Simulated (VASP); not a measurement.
Here is a VASP 6.6.1 calculation.

INCAR

```
PREC = Accurate
ENCUT = 520
EDIFF = 1E-6
ISMEAR = 0
SIGMA = 0.15
LREAL = False
LASPH = True
NELM = 80
ALGO = Fast
ISIF = 2
LWAVE = False
LCHARG = False
GGA = PE
IVDW = 12
NBANDS = 9
```

File KPOINTS:

```
regular mesh
0
Gamma
  24 24 12
```

POSCAR

```
Be
1.0
    2.2141966284      0.0000000000      0.0000000000
   -1.1070983142      1.9175505292      0.0000000000
    0.0000000000      0.0000000000      3.5001053904
Be
2
Direct
    0.2947280763      0.7150095909      0.2500000000
    0.7052719237      0.2849904091      0.7500000000
```

Potentials or basis: VASP PAW PBE potentials, release 64 (Be).

Command:

```console
$ cat potpaw_PBE.64/Be/POTCAR > POTCAR
$ mpirun -np 1 vasp_std > vasp.out
```

**Question.** Estimate the pressure.

**Answer.** 1.9 GPa.

**Question.** Predict the band gap on the k mesh.

**Answer.** Zero (bands 2 and 3 overlap by 2.09 eV).

Forces in eV/Å, atoms in the order of the input:
```
Be   0.551 -0.477  0.000
Be  -0.551  0.477  0.000
```

Caveat: the cell differs from its parent crystal (atoms displaced along several vibrational modes); the stress differs along the axes, from -5 to 6 GPa.
